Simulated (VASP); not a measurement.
Set up this calculation in VASP 6.6.1, as the native input.

| Quantity | Value |
| --- | --- |
| Task | single point |
| Functional | PBEsol |
| Potentials or basis | VASP PAW PBE potentials, release 64 (Al, N) |
| Cutoff | 520 eV |
| k mesh | 9 × 9 × 6 |
| Occupations | gaussian, width 0.05 eV |
| Spin | no spin polarisation |
| Dipole correction | no |
| Further INCAR settings | ALGO = Normal; EDIFF = 1e-06; NBANDS = 16 |

The structure of AlN lies in POSCAR:

```
AlN
1.0
    3.3610000000      0.0000000000      0.0000000000
   -1.6805000000      2.9107113821      0.0000000000
    0.0000000000      0.0000000000      4.1826000000
Al N
2 2
Direct
    0.3333333333      0.6666666667      0.7500000000
    0.6666666667      0.3333333333      0.2500000000
    0.3333333333      0.6666666667      0.2500000000
    0.6666666667      0.3333333333      0.7500000000
```

One way to write it, as run:

INCAR

```
SYSTEM = AlN
PREC = Accurate ; ENCUT = 520
EDIFF = 1E-6 ; ISMEAR = 0
SIGMA = 0.05 ; LREAL = .FALSE.
LASPH = .TRUE. ; NELM = 80
ALGO = Normal ; ISIF = 2
LWAVE = .FALSE. ; LCHARG = .FALSE.
GGA = PS ; NBANDS = 16
```

KPOINTS

```
regular mesh
0
G
  9 9 6
  0 0 0
```

Potentials or basis: VASP PAW PBE potentials, release 64 (Al, N).

Launch:

```bash
$ cat potpaw_PBE.64/Al/POTCAR potpaw_PBE.64/N/POTCAR > POTCAR
$ mpirun -np 1 vasp_std > vasp.out
```

Results of the run:

* Pressure: -9.2 GPa
* Band gap on the k mesh: 3.03 eV, direct

Caveat: the PAW data sets were made with another functional, which shifts forces and pressure a little.

Run time: 44 s on 1 thread of AMD EPYC 7R13 Processor (Zen 3), on a shared host, peak memory 0.14 GiB.
